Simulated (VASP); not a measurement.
Here is a VASP 6.6.1 calculation.

Contents of INCAR:

```
SYSTEM = Si16N
ALGO = Normal
EDIFF = 1E-6
ENCUT = 520
GGA = PE
ISIF = 2
ISMEAR = -1
ISPIN = 2
IVDW = 12
LASPH = .TRUE.
LCHARG = .FALSE.
LORBIT = 11
LREAL = Auto
LWAVE = .FALSE.
MAGMOM = 0 0 0 0 0 0 0 0 0 0 0 0 0 0 0 0 1
NBANDS = 52
NELM = 150
PREC = Accurate
SIGMA = 0.02
```

KPOINTS

```
k-points
0
G
  2 2 2
  0 0 0
```

The input POSCAR:

```
Si16N
1.0
    0.0000000000      5.4300000000      5.4300000000
    5.4300000000      0.0000000000      5.4300000000
    5.4300000000      5.4300000000      0.0000000000
Si N
16 1
Direct
   -0.0136170602      0.0083735718      0.0112858709
    0.1340934570      0.1011939216      0.1378394609
   -0.0089915304      0.0124537378      0.5106422941
    0.1161924664      0.1360630782      0.6362050670
   -0.0193292872      0.4488291784     -0.0525756756
    0.0825516081      0.6424748498      0.1434235505
   -0.0137531840      0.5111389307      0.5093703302
    0.1339843083      0.6396573660      0.6001808404
    0.4988289032      0.0207300576      0.0098893429
    0.6137018718      0.1523869358      0.1382340391
    0.4900503844      0.0127309028      0.5128760836
    0.6171949431      0.1364273594      0.6363765261
    0.4797076119      0.5261548374      0.0267135372
    0.6304069983      0.6496939200      0.1501380192
    0.4985006279      0.5099005597      0.5211841950
    0.6135290787      0.6381285632      0.6528374504
    0.9067120028      0.5970849297      0.0985067680
```

Potentials or basis: VASP PAW PBE potentials, release 64 (Si, N).

Run with:

```console
$ cat potpaw_PBE.64/Si/POTCAR potpaw_PBE.64/N/POTCAR > POTCAR
$ mpirun -np 1 vasp_std > vasp.out
```

(1) Predict the net moment.

(2) Estimate the dispersion energy per atom.

(3) Estimate the largest force.

## Answers

(1) 0.00 μB per cell.

(2) -0.310 eV.

(3) 0.041 eV/Å.

Caveat: the k points lie up to 0.50 Å⁻¹ apart.
